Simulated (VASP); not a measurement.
# Ge (Cmce) in VASP: single point with PBE

Aim: the single point of Ge with PBE.

All numbers are computed with VASP 6.6.1; they aren't measurements. Logs are shortened: lines on timing, memory, paths and dates and some standing lists are left out, and cuts for length are marked.

### Step 1. The cell of the first run

Symmetry: Cmce, No. 64, orthorhombic system. Conventional cell: a = 6.698 Å, b = 7.822 Å, c = 6.813 Å, α = 90.00°, β = 90.00°, γ = 90.00°. Ge (site symmetry 1) has 4 Ge at 2.38 to 2.42 Å within 3.1 Å.

### Step 2. Single point, PBE (22.31 Å³/atom)

File INCAR:

```
SYSTEM = Ge
ALGO = Normal
EDIFF = 1E-7
ENCUT = 520
GGA = PE
ISIF = 2
ISMEAR = 0
KPAR = 4
LASPH = .True.
LCHARG = .True.
LREAL = .False.
LVHAR = .True.
LWAVE = .False.
NBANDS = 66
NELM = 60
PREC = Accurate
SIGMA = 0.1
```

File KPOINTS:

```
k-points
0
Gamma
  8 8 6
  0 0 0
```

File POSCAR:

```
Ge
1.0
    3.3490563069     -3.9109293433      0.0000000000
    3.3490563069      3.9109293433      0.0000000000
    0.0000000000      0.0000000000      6.8131001497
Ge
8
Direct
    0.3141382653      0.0473327415      0.4108357244
    0.4526672585      0.1858617347      0.0891642756
    0.0473327415      0.3141382653      0.5891642756
    0.1858617347      0.4526672585      0.9108357244
    0.9526672585      0.6858617347      0.4108357244
    0.6858617347      0.9526672585      0.5891642756
    0.8141382653      0.5473327415      0.0891642756
    0.5473327415      0.8141382653      0.9108357244
```

Potentials or basis: VASP PAW PBE potentials, release 64 (Ge_d).

Launch:

```console
> cat potpaw_PBE.64/Ge_d/POTCAR > POTCAR
> mpirun -np 4 vasp_std > vasp.out
```

OUTCAR:

```text
SYSTEM = Ge
   EDIFF = 1E-7
   ENCUT = 520
   GGA = PE
   ISIF = 2
   ISMEAR = 0
   LASPH = .True.
   LREAL = .False.
   NELM = 60
   PREC = Accurate

 ion  position               nearest neighbor table
   1  0.314  0.047  0.411-   2 2.38   6 2.38   3 2.41   5 2.42
   2  0.453  0.186  0.089-   1 2.38   8 2.38   4 2.41   7 2.42
   3  0.047  0.314  0.589-   4 2.38   5 2.38   1 2.41   6 2.42
   4  0.186  0.453  0.911-   3 2.38   7 2.38   2 2.41   8 2.42
   5  0.953  0.686  0.411-   7 2.38   3 2.38   6 2.41   1 2.42
   6  0.686  0.953  0.589-   8 2.38   1 2.38   5 2.41   3 2.42
   7  0.814  0.547  0.089-   5 2.38   4 2.38   8 2.41   2 2.42
   8  0.547  0.814  0.911-   6 2.38   2 2.38   7 2.41   4 2.42

  LATTYP: Found a base centered orthorhombic cell.
 ALAT       =     6.6981126138
 B/A-ratio  =     1.1677705553
 C/A-ratio  =     1.0171671548

  Lattice vectors:

 A1 = (   3.3490563069,  -3.9109293433,   0.0000000000)
 A2 = (   3.3490563069,   3.9109293433,   0.0000000000)
 A3 = (   0.0000000000,   0.0000000000,   6.8131001497)

Analysis of symmetry for initial positions (statically):
=====================================================================
 Subroutine PRICEL returns:
 Original cell was already a primitive cell.

 Routine SETGRP: Setting up the symmetry group for a
 base centered orthorhombic supercell.

 Subroutine GETGRP returns: Found  8 space group operations
 (whereof  4 operations were pure point group operations)
 out of a pool of  8 trial point group operations.

The static configuration has the point symmetry C_2h.
 The point group associated with its full space group is D_2h.

Analysis of symmetry for dynamics (positions and initial velocities):
=====================================================================
 Subroutine PRICEL returns:
 Original cell was already a primitive cell.

 Routine SETGRP: Setting up the symmetry group for a
 base centered orthorhombic supercell.

 Subroutine GETGRP returns: Found  8 space group operations
 (whereof  4 operations were pure point group operations)
 out of a pool of  8 trial point group operations.

The dynamic configuration has the point symmetry C_2h.
 The point group associated with its full space group is D_2h.

 Subroutine INISYM returns: Found  8 space group operations
 (whereof  4 operations are pure point group operations),
 and found     1 'primitive' translations

----------------------------------------------------------------------------------------

                                     Primitive cell

  volume of cell :     178.4749

  direct lattice vectors                    reciprocal lattice vectors
     3.349056307 -3.910929343  0.000000000     0.149295788 -0.127846851  0.000000000
     3.349056307  3.910929343  0.000000000     0.149295788  0.127846851  0.000000000
     0.000000000  0.000000000  6.813100150     0.000000000  0.000000000  0.146776061

  length of vectors
     5.148936441  5.148936441  6.813100150     0.196555462  0.196555462  0.146776061

  position of ions in fractional coordinates (direct lattice)
     0.314138265  0.047332741  0.410835724
     0.452667259  0.185861735  0.089164276
     0.047332741  0.314138265  0.589164276
     0.185861735  0.452667259  0.910835724
     0.952667259  0.685861735  0.410835724
     0.685861735  0.952667259  0.589164276
     0.814138265  0.547332741  0.089164276
     0.547332741  0.814138265  0.910835724

  ion indices of the primitive-cell ions
   primitive index   ion index
                 1           1
                 2           2
                 3           3
                 4           4
                 5           5
                 6           6
                 7           7
                 8           8

----------------------------------------------------------------------------------------

 KPOINTS: k-points

Automatic generation of k-mesh.
 Grid dimensions read from file:
 generate k-points for:    8    8    6

 Generating k-lattice:

  Cartesian coordinates                     Fractional coordinates (reciprocal lattice)
     0.018661973 -0.015980856  0.000000000     0.125000000 -0.000000000  0.000000000
     0.018661973  0.015980856  0.000000000    -0.000000000  0.125000000  0.000000000
     0.000000000  0.000000000  0.024462677     0.000000000  0.000000000  0.166666667

  Length of vectors
     0.024569433  0.024569433  0.024462677

  Shift w.r.t. Gamma in fractional coordinates (k-lattice)
     0.000000000  0.000000000  0.000000000

 Subroutine IBZKPT returns following result:
 ===========================================

 Found     84 irreducible k-points:

 Following reciprocal coordinates:
            Coordinates               Weight
  0.000000  0.000000  0.000000      1.000000
  0.125000 -0.000000  0.000000      4.000000
  0.250000 -0.000000  0.000000      4.000000
  0.375000 -0.000000  0.000000      4.000000
  0.500000 -0.000000  0.000000      2.000000
  0.125000  0.125000  0.000000      2.000000
[... 16 lines left out ...]
  0.125000 -0.000000  0.166667      8.000000
  0.250000 -0.000000  0.166667      8.000000
 [... further k-points ...]
   k-points           NKPTS =     84   k-points in BZ     NKDIM =     84   number of bands    NBANDS=     66
   number of dos      NEDOS =    301   number of ions     NIONS =      8
   total plane-waves  NPLWV =  86400
   dimension x,y,z NGX =    40 NGY =   40 NGZ =   54
   dimension x,y,z NGXF=    80 NGYF=   80 NGZF=  108
   ions per type =               8
   NGX,Y,Z   is equivalent  to a cutoff of  12.91, 12.91, 13.18 a.u.
   NGXF,Y,Z  is equivalent  to a cutoff of  25.83, 25.83, 26.35 a.u.
 SYSTEM =  Ge
   PREC   = accura    normal or accurate (medium, high low for compatibility)
   ISTART =      0    job   : 0-new  1-cont  2-samecut
   ICHARG =      2    charge: 1-file 2-atom 10-const
   ISPIN  =      1    spin polarized calculation?
   LNONCOLLINEAR =      F non collinear calculations
   LSORBIT =      F    spin-orbit coupling
   LASPH  =      T    aspherical Exc in radial PAW
   ENCUT  =  520.0 eV  38.22 Ry    6.18 a.u.   9.57  9.57 12.67*2*pi/ulx,y,z
   NELM   =     60;   NELMIN=  2; NELMDL= -5     # of ELM steps
   EDIFF  = 0.1E-06   stopping-criterion for ELM
   LREAL  =      F    real-space projection
   EDIFFG = 0.1E-05   stopping-criterion for IOM
   NSW    =      0    number of steps for IOM
   IBRION =     -1    ionic relax: 0-MD 1-quasi-New 2-CG
   NFREE  =      0    steps in history (QN), initial steepest desc. (CG)
   ISIF   =      2    stress and relaxation
   ISYM   =      2    0-nonsym 1-usesym 2-fastsym
   POTIM  = 0.5000    time-step for ionic-motion
   TEBEG  =    0.0;   TEEND  =   0.0 temperature during run
   PSTRESS=    0.0 pullay stress
   NELECT =     112.0000    total number of electrons
   NUPDOWN=      -1.0000    fix difference up-down
   EMIN   =  10.00;   EMAX   =-10.00  energy-range for DOS
   EFERMI =   0.00;   METHOD = LEGACY
   ISMEAR =     0;   SIGMA  =   0.10  broadening in eV -4-tet -1-fermi 0-gaus
   EFERMI_NEDOS =   21; number of points for ismear=-14 and -15
   IALGO  =     38    algorithm
   IMIX   =      4    mixing-type and parameters
     AMIX     =   0.40;   BMIX     =  1.00
     AMIX_MAG =   1.60;   BMIX_MAG =  1.00
  volume/ion in A,a.u.               =      22.31       150.55
  Fermi-wavevector in a.u.,A,eV,Ry     =   1.401593  2.648626 26.728123  1.964462
  Thomas-Fermi vector in A             =   2.524438
   LORBIT       =      0    0 simple, 1 ext, 2 COOP (PROOUT), +10 PAW based schemes
   GGA     = PE    functional components
   LHFCALC =     F    Hartree Fock is set to
   AEXX    =    0.0000 exact exchange contribution
   IVDW    =     0    specifies the selected vdW correction
   LEPSILON=     F    determine dielectric tensor
   LRPA    =     F    only Hartree local field effects (RPA)
 non-spin polarized calculation
 Gauss-broadening in eV      SIGMA  =   0.10
  energy-cutoff  :      520.00
  volume of cell :      178.47
 maximum number of plane-waves:      4842
 NGX is ok and might be reduce to    40
   NGX = 19   NGY = 19   NGZ = 25

 number of electron     111.9999988 magnetization

 Free energy of the ion-electron system (eV)
  ---------------------------------------------------
  ext. energy  EPLUGINS =         0.00000000
  ---------------------------------------------------
  free energy    TOTEN  =       -34.83555164 eV

  energy without entropy =      -34.83546517  energy(sigma->0) =      -34.83550840

 E-fermi :   5.3982     XC(G=0):  -9.9035

 val. band max:        5.2809129622   @ k =   0.5000   0.5000   0.0000
 cond. band min:       5.5475040561   @ k =   0.2500   0.2500   0.0000
 fundamental gap:      0.2665910939
 Fermi energy:         5.3981882347

 k-point     1 :       0.0000    0.0000    0.0000
  band No.  band energies     occupation
      1     -19.7885      2.00000
      2     -19.7882      2.00000
      3     -19.7881      2.00000
      4     -19.7867      2.00000
      5     -19.7678      2.00000
      6     -19.7549      2.00000
[... 58 lines left out ...]
     65       9.5427      0.00000
     66      10.0979      0.00000

 k-point     2 :       0.1250   -0.0000    0.0000
  band No.  band energies     occupation
      1     -19.7932      2.00000
      2     -19.7921      2.00000
      3     -19.7868      2.00000
      4     -19.7820      2.00000
      5     -19.7636      2.00000
      6     -19.7551      2.00000
[... 58 lines left out ...]
     65       9.4296      0.00000
     66      10.2779      0.00000

 k-point     3 :       0.2500   -0.0000    0.0000
  band No.  band energies     occupation
      1     -19.7991      2.00000
      2     -19.7987      2.00000
      3     -19.7825      2.00000
      4     -19.7767      2.00000
      5     -19.7566      2.00000
      6     -19.7548      2.00000
[... 1438 lines left out ...]
     65       9.3679      0.00000
     66       9.7256      0.00000

 k-point    24 :       0.2500   -0.0000    0.1667
  band No.  band energies     occupation
      1     -19.7969      2.00000
      2     -19.7949      2.00000
      3     -19.7837      2.00000
      4     -19.7749      2.00000
      5     -19.7599      2.00000
      6     -19.7551      2.00000
[... 58 lines left out ...]
     65       9.6110      0.00000
     66      10.0987      0.00000

 [... further k-points ...]

------------------------ aborting loop because EDIFF is reached ----------------------------------------

  FORCE on cell =-STRESS in cart. coord.  units (eV):
  Direction    XX          YY          ZZ          XY          YZ          ZX
  --------------------------------------------------------------------------------------
  -------------------------------------------------------------------------------------
  Total       10.2411646     10.2822632     10.1786960      0.0000000      0.0000000      0.0000000
  in kB       91.9353937     92.3043378     91.3746104      0.0000000      0.0000000      0.0000000
  external PRESSURE =      91.8714473 kB  Pullay stress =       0.0000000 kB

 VOLUME and BASIS-vectors are now :
 -----------------------------------------------------------------------------
  energy-cutoff  :      520.00
  volume of cell :      178.47
      direct lattice vectors                 reciprocal lattice vectors
     3.349056307 -3.910929343  0.000000000     0.149295788 -0.127846851  0.000000000
     3.349056307  3.910929343  0.000000000     0.149295788  0.127846851  0.000000000
     0.000000000  0.000000000  6.813100150     0.000000000  0.000000000  0.146776061

 POSITION                                       TOTAL-FORCE (eV/Angst)
 -----------------------------------------------------------------------------------
      1.21059     -1.04346      2.79906         0.006868     -0.000960      0.004861
      2.13847     -1.04346      0.60749        -0.006868     -0.000960     -0.004861
      1.21059      1.04346      4.01404         0.006868      0.000960     -0.004861
      2.13847      1.04346      6.20562        -0.006868      0.000960      0.004861
      5.48753     -1.04346      2.79906        -0.006868     -0.000960      0.004861
      5.48753      1.04346      4.01404        -0.006868      0.000960     -0.004861
      4.55964     -1.04346      0.60749         0.006868     -0.000960     -0.004861
      4.55964      1.04346      6.20562         0.006868      0.000960      0.004861
 -----------------------------------------------------------------------------------
    total drift:                               -0.000000     -0.000000     -0.000000

  FREE ENERGIE OF THE ION-ELECTRON SYSTEM (eV)
  ---------------------------------------------------
  free  energy   TOTEN  =       -34.8355516384 eV

  energy  without entropy=      -34.8354651707  energy(sigma->0) =      -34.83550840
```

Run time: 3.9 min. Hardware: 4 MPI ranks of Oxide Virtual Turin-like, shared host; peak memory 0.71 GiB.

What came out:

| Quantity | Value |
| --- | --- |
| Free energy | -34.8356 eV |
| Pressure | 9.2 GPa |
| Largest force | 0.008 eV/Å |
| Band gap on the k mesh | 0.27 eV (least direct gap 0.64 eV) |

Forces in eV/Å, atoms in the order of the input:
```
Ge   0.007 -0.001  0.005
Ge  -0.007 -0.001 -0.005
Ge   0.007  0.001 -0.005
Ge  -0.007  0.001  0.005
Ge  -0.007 -0.001  0.005
Ge  -0.007  0.001 -0.005
Ge   0.007 -0.001 -0.005
Ge   0.007  0.001  0.005
```

Caveat: the cell stands under pressure.
